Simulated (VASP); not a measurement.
Here is a VASP 6.6.1 calculation.

Contents of INCAR:

```
ALGO = Normal ; EDIFF = 1E-7
ENCUT = 520 ; GGA = PS
ISIF = 2 ; ISMEAR = 0
LASPH = True ; LCHARG = False
LREAL = False ; LWAVE = False
NBANDS = 15 ; NELM = 80
PREC = Accurate ; SIGMA = 0.15
```

The input KPOINTS:

```
k-points
0
Gamma
  18 18 16
```

File POSCAR:

```
TaN
1.0
    2.9606000000      0.0000000000      0.0000000000
   -1.4803000000      2.5639548105      0.0000000000
    0.0000000000      0.0000000000      2.7272000000
Ta N
1 1
Direct
    0.3333333333      0.6666666667      0.5000000000
    0.0000000000      0.0000000000      0.0000000000
```

Potentials or basis: VASP PAW PBE potentials, release 64 (Ta_pv, N).

Command:

```sh
$ cat potpaw_PBE.64/Ta_pv/POTCAR potpaw_PBE.64/N/POTCAR > POTCAR
$ mpirun -np 1 vasp_std > vasp.out
```

(1) What does it give for the band gap on the k mesh?

(2) Predict the pressure.

Results:

(1) zero (bands 8 and 9 overlap by 0.27 eV).

(2) 14.1 GPa.

Caveat: the cell stands under pressure; the PAW data sets were made with another functional, which shifts forces and pressure a little; spin-orbit coupling is left out, which moves the levels of the heavy elements.
